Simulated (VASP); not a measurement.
A run of VASP 6.6.1 is set up as follows.

File INCAR:

```
SYSTEM = Rh
ALGO     = Fast           ! electronic algorithm
EDIFF    = 1E-6           ! SCF threshold, eV
ENCUT    = 520            ! plane-wave cutoff, eV
GGA      = PS             ! functional
ISIF     = 2              ! what is computed and relaxed
ISMEAR   = 0              ! smearing method
LASPH    = .True.         ! aspherical terms in the spheres
LCHARG   = .False.        ! write CHGCAR
LREAL    = .False.        ! projectors in reciprocal space
LWAVE    = .False.        ! write WAVECAR
NBANDS   = 14             ! bands
NELM     = 60             ! most SCF steps
PREC     = Accurate       ! precision mode
SIGMA    = 0.1            ! smearing width, eV
```

File KPOINTS:

```
k-points
0
Gamma
  18 18 18
  0 0 0
```

POSCAR

```
Rh
1.0
    0.0380310000      1.8511018785      1.8428301360
    1.9183216710      0.0000000000      1.8808611360
    1.8802906710      1.8511018785      0.0380310000
Rh
1
Direct
    0.0000000000      0.0000000000      0.0000000000
```

Potentials or basis: VASP PAW PBE potentials, release 64 (Rh_pv).

Command:

```sh
$ cat potpaw_PBE.64/Rh_pv/POTCAR > POTCAR
$ mpirun -np 1 vasp_std > vasp.out
```

Q: Estimate the pressure.

A: 17.9 GPa.

Stress tensor (GPa, compression positive):
```
 14.48   0.00 -10.10
  0.00  18.32   0.00
-10.10   0.00  20.80
```

Caveat: the cell differs from its parent crystal (strained); the PAW data sets were made with another functional, which shifts forces and pressure a little.
